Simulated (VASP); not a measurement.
# Ta (I4/mmm) in VASP: single point with PBEsol+U

Aim: the single point of Ta with PBEsol+U.

Everything below comes from runs of VASP 6.6.1. Logs are shortened: lines on timing, memory, paths and dates and some standing lists are left out, and cuts for length are marked.

## Step 1: The cell of the first run

It takes space group I4/mmm (No. 139, tetragonal). The conventional cell has a = 3.162 Å, b = 3.162 Å, c = 3.672 Å, α = 90.00°, β = 90.00°, γ = 90.00°. Within 3.8 Å of Ta (site symmetry 4/mmm) lie 14 Ta at 2.89 to 3.67 Å.

## Step 2: Single point, PBEsol+U

Input file INCAR:

```
PREC     = Accurate       # precision mode
ENCUT    = 500            # plane-wave cutoff, eV
EDIFF    = 1E-6           # SCF threshold, eV
ISMEAR   = 0              # smearing method
SIGMA    = 0.15           # smearing width, eV
LREAL    = F              # projectors in reciprocal space
LASPH    = T              # aspherical terms in the spheres
NELM     = 200            # most SCF steps
ALGO     = Normal         # electronic algorithm
ISIF     = 2              # what is computed and relaxed
LWAVE    = F              # write WAVECAR
LCHARG   = F              # write CHGCAR
LMAXMIX  = 4              # l up to which the mixer works
LDAU     = T              # DFT+U
LDAUTYPE = 2            
LDAUL    = 2              # shell
LDAUU    = 8              # U, eV
LDAUJ    = 0            
LDAUPRINT= 1            
GGA      = PS             # functional
NBANDS   = 12             # bands
GGA_COMPAT= F
```

Input file KPOINTS:

```
Automatic mesh
0
Gamma
  22 22 22
```

Input file POSCAR:

```
Ta
1.0
   -1.5810474224      1.5810474224      1.8359122669
    1.5810474224     -1.5810474224      1.8359122669
    1.5810474224      1.5810474224     -1.8359122669
Ta
1
Direct
    0.0000000000      0.0000000000      0.0000000000
```

Potentials or basis: VASP PAW PBE potentials, release 64 (Ta_sv_GW).

Run with:

```
cat potpaw_PBE.64/Ta_sv_GW/POTCAR > POTCAR
mpirun -np 1 vasp_std > vasp.out
```

OUTCAR:

```text
PREC = Accurate
   ENCUT = 500
   EDIFF = 1E-6
   ISMEAR = 0
   LREAL = F
   LASPH = T
   NELM = 200
   ISIF = 2
   GGA = PS

 ion  position               nearest neighbor table
   1  0.000  0.000  0.000-

  LATTYP: Found a body centered tetragonal cell.
 ALAT       =     3.1620948448
 C/A-ratio  =     1.1612000000

  Lattice vectors:

 A1 = (  -1.5810474224,   1.5810474224,   1.8359122669)
 A2 = (   1.5810474224,  -1.5810474224,   1.8359122669)
 A3 = (   1.5810474224,   1.5810474224,  -1.8359122669)

Analysis of symmetry for initial positions (statically):
=====================================================================
 Subroutine PRICEL returns:
 Original cell was already a primitive cell.

 Routine SETGRP: Setting up the symmetry group for a
 body centered tetragonal supercell.

 Subroutine GETGRP returns: Found 16 space group operations
 (whereof 16 operations were pure point group operations)
 out of a pool of 16 trial point group operations.

The static configuration has the point symmetry D_4h.

Analysis of symmetry for dynamics (positions and initial velocities):
=====================================================================
 Subroutine PRICEL returns:
 Original cell was already a primitive cell.

 Routine SETGRP: Setting up the symmetry group for a
 body centered tetragonal supercell.

 Subroutine GETGRP returns: Found 16 space group operations
 (whereof 16 operations were pure point group operations)
 out of a pool of 16 trial point group operations.

The dynamic configuration has the point symmetry D_4h.

 Subroutine INISYM returns: Found 16 space group operations
 (whereof 16 operations are pure point group operations),
 and found     1 'primitive' translations

----------------------------------------------------------------------------------------

                                     Primitive cell

  volume of cell :      18.3570

  direct lattice vectors                    reciprocal lattice vectors
    -1.581047422  1.581047422  1.835912267     0.000000000  0.316246049  0.272344169
[... 141 lines left out ...]
  0.1845 -0.0000  0.0000 -0.0000  0.0000
 -0.0000  0.2474  0.0000  0.0000  0.0000
  0.0000  0.0000  0.1336  0.0000  0.0000
 -0.0000  0.0000  0.0000  0.2474 -0.0000
  0.0000  0.0000  0.0000 -0.0000  0.1819

 occupancies and eigenvectors

  o =  0.1336  v =  0.0000 -0.0000  1.0000  0.0000  0.0000  0.0000  0.0000  0.0000  0.0000  0.0000      0.0000  0.0000  0.0000  0.0000  0.0000  0.0000  0.0000  0.0000  0.0000  0.0000
  o =  0.1336  v =  0.0000  0.0000  0.0000  0.0000  0.0000  0.0000 -0.0000  1.0000  0.0000  0.0000      0.0000  0.0000  0.0000  0.0000  0.0000  0.0000  0.0000  0.0000  0.0000  0.0000
  o =  0.1819  v =  0.0000 -0.0000  0.0000 -0.0000 -1.0000  0.0000  0.0000  0.0000  0.0000  0.0000      0.0000  0.0000  0.0000  0.0000  0.0000  0.0000  0.0000  0.0000  0.0000  0.0000
  o =  0.1819  v =  0.0000  0.0000  0.0000  0.0000  0.0000  0.0000 -0.0000  0.0000 -0.0000 -1.0000      0.0000  0.0000  0.0000  0.0000  0.0000  0.0000  0.0000  0.0000  0.0000  0.0000
  o =  0.1845  v =  1.0000  0.0000  0.0000  0.0000  0.0000  0.0000  0.0000  0.0000  0.0000  0.0000      0.0000  0.0000  0.0000  0.0000  0.0000  0.0000  0.0000  0.0000  0.0000  0.0000
  o =  0.1845  v =  0.0000  0.0000  0.0000  0.0000  0.0000  1.0000  0.0000  0.0000  0.0000  0.0000      0.0000  0.0000  0.0000  0.0000  0.0000  0.0000  0.0000  0.0000  0.0000  0.0000
  o =  0.2474  v =  0.0000  0.0000  0.0000  0.0000  0.0000  0.0000  0.2245  0.0000 -0.9745  0.0000      0.0000  0.0000  0.0000  0.0000  0.0000  0.0000  0.0000  0.0000  0.0000  0.0000
  o =  0.2474  v =  0.0000  0.2245  0.0000 -0.9745  0.0000  0.0000  0.0000  0.0000  0.0000  0.0000      0.0000  0.0000  0.0000  0.0000  0.0000  0.0000  0.0000  0.0000  0.0000  0.0000
  o =  0.2474  v =  0.0000  0.9745  0.0000  0.2245 -0.0000  0.0000  0.0000  0.0000  0.0000  0.0000      0.0000  0.0000  0.0000  0.0000  0.0000  0.0000  0.0000  0.0000  0.0000  0.0000
  o =  0.2474  v =  0.0000  0.0000  0.0000  0.0000  0.0000  0.0000  0.9745  0.0000  0.2245 -0.0000      0.0000  0.0000  0.0000  0.0000  0.0000  0.0000  0.0000  0.0000  0.0000  0.0000

 number of electron      13.0000001 magnetization

 Free energy of the ion-electron system (eV)
  ---------------------------------------------------
  ext. energy  EPLUGINS =         0.00000000
  ---------------------------------------------------
  free energy    TOTEN  =        -8.20321432 eV

  energy without entropy =       -8.19029659  energy(sigma->0) =       -8.19675545

 E-fermi :  11.2846     XC(G=0): -13.1183

 val. band max:       11.2790546917   @ k =  -0.0909   0.3636   0.0455
 cond. band min:      11.2849510522   @ k =  -0.4091   0.3182   0.0455
 fundamental gap:      0.0058963605
 Fermi energy:        11.2846104058

 k-point     1 :       0.0000    0.0000    0.0000
  band No.  band energies     occupation
      1     -57.6889      2.00000
      2     -23.5626      2.00000
      3     -23.5626      2.00000
      4     -23.5528      2.00000
      5       2.2462      2.00000
      6      11.8500      0.00000
      7      11.8500      0.00000
      8      13.9508      0.00000
      9      14.4175      0.00000
     10      17.0160      0.00000
     11      23.3200      0.00000
     12      25.7141      0.00000
[... 331 lines left out ...]
 k-point    24 :      -0.4545    0.0455    0.0000
  band No.  band energies     occupation
      1     -57.5929      2.00000
      2     -24.5899      2.00000
      3     -23.8370      2.00000
      4     -23.5838      2.00000
      5       6.4805      2.00000
      6      10.8614      1.99993
      7      11.0906      1.93258
      8      14.2812      0.00000
      9      17.3511      0.00000
     10      18.4899      0.00000
     11      21.9308      0.00000
     12      22.7245      0.00000

 [... further k-points ...]
[... 5 lines left out ...]
  --------------------------------------------------------------------------------------
  -------------------------------------------------------------------------------------
  Total        3.0794687      3.0794687      2.4364666      0.0000000      0.0000000      0.0000000
  in kB      268.7724000    268.7724000    212.6519315      0.0000000      0.0000000      0.0000000
  external PRESSURE =     250.0655772 kB  Pullay stress =       0.0000000 kB

 VOLUME and BASIS-vectors are now :
 -----------------------------------------------------------------------------
  energy-cutoff  :      500.00
  volume of cell :       18.36
      direct lattice vectors                 reciprocal lattice vectors
    -1.581047422  1.581047422  1.835912267     0.000000000  0.316246049  0.272344169
     1.581047422 -1.581047422  1.835912267     0.316246049  0.000000000  0.272344169
     1.581047422  1.581047422 -1.835912267     0.316246049  0.316246049  0.000000000

 POSITION                                       TOTAL-FORCE (eV/Angst)
 -----------------------------------------------------------------------------------
      0.00000      0.00000      0.00000         0.000000      0.000000     -0.000000
 -----------------------------------------------------------------------------------
    total drift:                                0.000000      0.000000      0.000000

  FREE ENERGIE OF THE ION-ELECTRON SYSTEM (eV)
  ---------------------------------------------------
  free  energy   TOTEN  =        -8.2032143219 eV

  energy  without entropy=       -8.1902965861  energy(sigma->0) =       -8.19675545
```

Wall time 98 s (1 thread of Intel Xeon Platinum 8488C (Sapphire Rapids), shared host); peak memory 0.31 GiB.

What came out:

```
Free energy            : -8.2032 eV
Pressure               : 25.0 GPa
Band gap on the k mesh : zero (an odd number of electrons rules out a gap without spin polarisation)
```

Stress tensor (GPa, compression positive):
```
26.88  0.00  0.00
 0.00 26.88  0.00
 0.00  0.00 21.27
```

Levels at points of the mesh, in eV from the Fermi level:
```csv
k point,band 2,band 3,band 4,band 5,band 6,band 7,band 8,band 9,band 10,band 11
"(0.00, 0.00, 0.00)",-34.85,-34.85,-34.84,-9.04,0.57,0.57,2.67,3.13,5.73,12.04
"(0.50, 0.00, 0.00)",-35.92,-35.13,-34.86,-4.76,-0.46,0.07,2.96,6.11,7.75,10.61
"(0.50, 0.50, 0.00)",-35.88,-35.25,-34.97,-4.37,-2.47,1.07,6.20,6.48,8.11,10.19
"(0.50, 0.50, 0.50)",-35.77,-35.46,-35.46,-3.63,-3.21,4.83,7.12,7.22,7.22,8.48
```

Eigenvalues of the final occupation matrices:
```csv
site,spin,trace,eigenvalues
site 1 d,1,0.99,0.13 0.18 0.18 0.25 0.25
site 1 d,2,0.99,0.13 0.18 0.18 0.25 0.25
```

Caveat: the stress differs along the axes, from 21 to 27 GPa; the PAW data sets were made with another functional, which shifts forces and pressure a little; spin-orbit coupling is left out, which moves the levels of the heavy elements; U without spin polarisation on a metal has little footing; the U is typed as a test and isn't derived for this compound.
